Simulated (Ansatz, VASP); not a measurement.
## CuReO2: VASP beside Ansatz

```
Cu Re O
1.0
     1.46773    0.84740    5.32843
    -1.46773    0.84740    5.32843
     0.00000   -1.69479    5.32843
Cu Re O
1 1 2
Direct
  0.50000 0.50000 0.50000
  0.00000 0.00000 0.00000
  0.26670 0.26670 0.26670
  0.73330 0.73330 0.73330
```

Alike in both runs: task single point; functional PBE; k mesh 7 × 7 × 7; occupations gaussian, width 0.05 eV; collinear spin.

```csv
,VASP,Ansatz
version,VASP 6.6.1,Ansatz 0.2.0
potentials or method,"VASP PAW PBE potentials, release 64 (Cu, Re, O), cutoff 520 eV","scalar-relativistic, plane waves, PAW"
valence electrons in the cell,30,46
```

```csv
,VASP,Ansatz,Ansatz less VASP
gap on the k mesh at the Fermi level (eV),none,none,-
rms of the force components (eV/Å),1.668,1.499,-0.1684
net moment per atom (μB),0.00,0.02,+0.018
size of the moment on the site where the two differ most (μB),0.01,0.03,+0.027
```

Site moments also hang on the region over which each program counts them. Atom by atom the forces differ by 0.168 eV/Å (rms over components). A gap of «none» marks a metal or a gap that the smearing closes. VASP's potentials hold 30 valence electrons a cell and Ansatz's 46, so a difference there can come from the potentials and not from the codes. Ansatz's warnings: seeded moment not kept, specified occupation not kept, symmetry narrowed by occupation matrices.

Neither program's run includes spin-orbit coupling.
